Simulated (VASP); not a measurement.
Write the native input for VASP 6.6.1 that does the following.

```
Task                   : single point
Functional             : PBE
Potentials or basis    : VASP PAW PBE potentials, release 64 (Ag)
Cutoff                 : 520 eV
k mesh                 : 20 × 20 × 20
Occupations            : gaussian, width 0.15 eV
Spin                   : no spin polarisation
Dipole correction      : no
Further INCAR settings : ALGO = Normal; EDIFF = 1e-06; NBANDS = 12
```

The structure of Ag lies in POSCAR:

```
Ag
1.0
    0.0000000000      1.9920225000      2.0941775000
    1.9920225000      0.0000000000      2.0941775000
    1.9920225000      1.9920225000      0.0000000000
Ag
1
Direct
    0.0000000000      0.0000000000      0.0000000000
```

This cell differs from its parent crystal: strain -0.025 along x and y, +0.025 along z.

These files were run (other wordings do the same):

INCAR

```
PREC = Accurate ; ENCUT = 520
EDIFF = 1E-6 ; ISMEAR = 0
SIGMA = 0.15 ; LREAL = F
LASPH = T ; NELM = 100
ALGO = Normal ; ISIF = 2
LWAVE = F ; LCHARG = F
GGA = PE ; NBANDS = 12
```

KPOINTS

```
regular mesh
0
Gamma
  20 20 20
```

Potentials or basis: VASP PAW PBE potentials, release 64 (Ag).

Command:

```console
$ cat potpaw_PBE.64/Ag/POTCAR > POTCAR
$ mpirun -np 1 vasp_std > vasp.out
```

It gave:

```
Pressure               : 7.8 GPa
Band gap on the k mesh : zero (an odd number of electrons rules out a gap without spin polarisation)
```

Caveat: the cell differs from its parent crystal (strain -0.025 along x and y, +0.025 along z); the cell stands under pressure.

It took 30 s on 1 thread of Intel(R) Xeon(R) 6975P-C (Granite Rapids), with other jobs on the host, peak memory 0.24 GiB.
